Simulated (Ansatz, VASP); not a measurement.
**Si in VASP and in Ansatz**

The input POSCAR:

```
Si
1.0
    0.0000000000      2.7350000000      2.7350000000
    2.7350000000      0.0000000000      2.7350000000
    2.7350000000      2.7350000000      0.0000000000
Si
2
Direct
    0.0000000000      0.0000000000      0.0000000000
    0.2500000000      0.2500000000      0.2500000000
```

Contents of INCAR.step1:

```
SYSTEM = Si
PREC     = Accurate       ! precision mode
ENCUT    = 520            ! plane-wave cutoff, eV
EDIFF    = 1E-5           ! SCF threshold, eV
ISMEAR   = -1             ! smearing method
SIGMA    = 0.02           ! smearing width, eV
LREAL    = .FALSE.        ! projectors in reciprocal space
LASPH    = .TRUE.         ! aspherical terms in the spheres
NELM     = 60             ! most SCF steps
ALGO     = Normal         ! electronic algorithm
ISIF     = 2              ! what is computed and relaxed
LWAVE    = .TRUE.         ! write WAVECAR
NBANDS   = 11             ! bands
GGA      = PE             ! functional
```

File INCAR.step2:

```
SYSTEM = Si
PREC     = Accurate       ! precision mode
ENCUT    = 520            ! plane-wave cutoff, eV
EDIFF    = 1E-6           ! SCF threshold, eV
ISMEAR   = -1             ! smearing method
SIGMA    = 0.02           ! smearing width, eV
LREAL    = .FALSE.        ! projectors in reciprocal space
LASPH    = .TRUE.         ! aspherical terms in the spheres
NELM     = 60             ! most SCF steps
ALGO     = Normal         ! electronic algorithm
ISIF     = 2              ! what is computed and relaxed
LWAVE    = .FALSE.        ! write WAVECAR
LCHARG   = .TRUE.         ! write CHGCAR
GGA      = PE             ! functional
LHFCALC  = .TRUE.         ! exact exchange
HFSCREEN = 0.2079         ! screening, 1/A
PRECFOCK = Normal       
LELF     = .TRUE.         ! ELF
LVHAR    = .TRUE.       
NBANDS   = 11             ! bands
ISTART   = 1
```

Contents of KPOINTS:

```
regular mesh
0
G
  6 6 6
  0 0 0
```

Input for Ansatz:

```yaml
crystal:
  lattice:
    - [0, 2.735, 2.735]
    - [2.735, 0, 2.735]
    - [2.735, 2.735, 0]
  atoms:
    - { symbol: Si, position: [0, 0, 0] }
    - { symbol: Si, position: [0.25, 0.25, 0.25] }
kpoints:
  mp_grid: { grid: [6, 6, 6] }
hamiltonian:
  xc: hse06
  pseudopotentials: { kind: paw }
scf:
  occupations: { method: fermi_dirac, width: 0.02 }
  convergence: { dr2_threshold: "1e-9 eV" }
  exx: { energy_threshold: "2e-8 eV", singularity: regularized }
output:
  forces: true
  stress: true
  eigenvalues: true
```

Alike in both runs: task single point; functional HSE06; k mesh 6 × 6 × 6; occupations fermi-dirac, width 0.02 eV; no spin polarisation.

|  | VASP | Ansatz |
| --- | --- | --- |
| version | VASP 6.6.1 | Ansatz 0.2.0 development build |
| potentials or method | VASP PAW PBE potentials, release 64 (Si) | plane waves, PAW datasets (generated soft set 1) |
| plane-wave cutoff (eV) | 520 | 420 |
| valence electrons in the cell | 8 | 8 |

Ansatz gave:

| Property | Result |
| --- | --- |
| gap on the k mesh at the Fermi level (eV) | 1.32 |

Task: Estimate VASP's values.

Result: gap on the k mesh at the Fermi level (eV): 1.33.

Ansatz's warnings: stress scf threshold loose.
